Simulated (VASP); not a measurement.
A run of VASP 6.6.1 is set up as follows.

File INCAR:

```
PREC = Accurate
ENCUT = 520
EDIFF = 1E-6
ISMEAR = 0
SIGMA = 0.02
LREAL = F
LASPH = T
NELM = 100
ALGO = Normal
ISIF = 2
LWAVE = F
LCHARG = F
GGA = PE
NBANDS = 52
```

File KPOINTS:

```
Automatic mesh
0
Gamma
  4 4 4
```

POSCAR

```
ScGaC6N6
1.0
    0.0000000000      5.5064735860      5.5064735860
    5.5064735860      0.0000000000      5.5064735860
    5.5064735860      5.5064735860      0.0000000000
Sc Ga C N
1 1 6 6
Direct
    0.5000000000      0.5000000000      0.5000000000
    0.0000000000      0.0000000000      0.0000000000
    0.8055394020      0.1944605980      0.1944605980
    0.1944605980      0.8055394020      0.1944605980
    0.1944605980      0.1944605980      0.8055394020
    0.1944605980      0.8055394020      0.8055394020
    0.8055394020      0.1944605980      0.8055394020
    0.8055394020      0.8055394020      0.1944605980
    0.6996897129      0.3003102871      0.3003102871
    0.3003102871      0.6996897129      0.3003102871
    0.3003102871      0.3003102871      0.6996897129
    0.3003102871      0.6996897129      0.6996897129
    0.6996897129      0.3003102871      0.6996897129
    0.6996897129      0.6996897129      0.3003102871
```

Potentials or basis: VASP PAW PBE potentials, release 64 (Sc_sv, Ga_d, C, N).

Launch:

```sh
$ cat potpaw_PBE.64/Sc_sv/POTCAR potpaw_PBE.64/Ga_d/POTCAR potpaw_PBE.64/C/POTCAR potpaw_PBE.64/N/POTCAR > POTCAR
$ mpirun -np 1 vasp_std > vasp.out
```

(1) Estimate the pressure.

(2) Predict the band gap on the k mesh.

(3) What does it give for the largest force?

## Answers

(1) 0.5 GPa.

(2) 3.71 eV (least direct gap 3.79 eV).

(3) 0.413 eV/Å.
